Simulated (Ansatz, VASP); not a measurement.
# RbCd: VASP beside Ansatz

```
Rb Cd
1.0
     0.00000    4.40303    4.40303
     4.40303    0.00000    4.40303
     4.40303    4.40303    0.00000
Rb Cd
2 2
Cartesian
  4.4030 4.4030 4.4030
  6.6045 6.6045 6.6045
  0.0000 0.0000 0.0000
  2.2015 2.2015 2.2015
```

Alike in both runs: functional PBE; k mesh 10 × 10 × 10; occupations gaussian, width 0.1 eV; no spin polarisation.

Ansatz relaxed the structure, and its values are those at the end. VASP's run is a single point on that final structure, the one shown.

```csv
,VASP,Ansatz
version,VASP 6.6.1,Ansatz 0.2.0
potentials or method,"VASP PAW PBE potentials, release 64 (Rb_sv, Cd), cutoff 520 eV","scalar-relativistic, plane waves, PAW"
valence electrons in the cell,42,58
```

|  | VASP | Ansatz | Ansatz less VASP |
| --- | --- | --- | --- |
| gap on the k mesh at the Fermi level (eV) | none | none | - |
| pressure (GPa) | 0.0 | 0.0 | -0.02 |

A gap of «none» marks a metal or a gap that the smearing closes. With one functional, cell and mesh, what is left measures potentials, basis and numerics. VASP's potentials hold 42 valence electrons a cell and Ansatz's 58, so a difference there can come from the potentials and not from the codes.
